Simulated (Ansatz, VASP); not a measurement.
**One calculation of K3Sc, two programs**

```
CELL_PARAMETERS angstrom
7.22523 0.00000 0.00000
-3.61262 6.25723 0.00000
0.00000 0.00000 5.79936
ATOMIC_POSITIONS crystal
K 0.83300 0.66600 0.25000
K 0.16700 0.83300 0.75000
K 0.33400 0.16700 0.25000
K 0.16700 0.33400 0.75000
K 0.83300 0.16700 0.25000
K 0.66600 0.83300 0.75000
Sc 0.33333 0.66667 0.25000
Sc 0.66667 0.33333 0.75000
```

Alike in both runs: task single point; functional PBE; k mesh 3 × 3 × 4; occupations gaussian, width 0.1 eV; no spin polarisation.

```csv
,VASP,Ansatz
version,VASP 6.6.1,Ansatz 0.2.0
potentials or method,"VASP PAW PBE potentials, release 64 (K_sv, Sc_sv), cutoff 520 eV","scalar-relativistic, plane waves, PAW"
valence electrons in the cell,76,76
```

Ansatz gave:

| Quantity | Value |
| --- | --- |
| gap on the k mesh at the Fermi level (eV) | none |
| pressure (GPa) | 8.6 |
| traceless stress, the component that is largest in VASP (GPa) | 0.68 |
| rms of the force components (eV/Å) | 0.051 |

Estimate VASP's values.

gap on the k mesh at the Fermi level (eV): none; pressure (GPa): 8.6; traceless stress, the component that is largest in VASP (GPa): 0.67; rms of the force components (eV/Å): 0.055.

Atom by atom the forces differ by 0.004 eV/Å (rms over components). A gap of «none» marks a metal or a gap that the smearing closes.
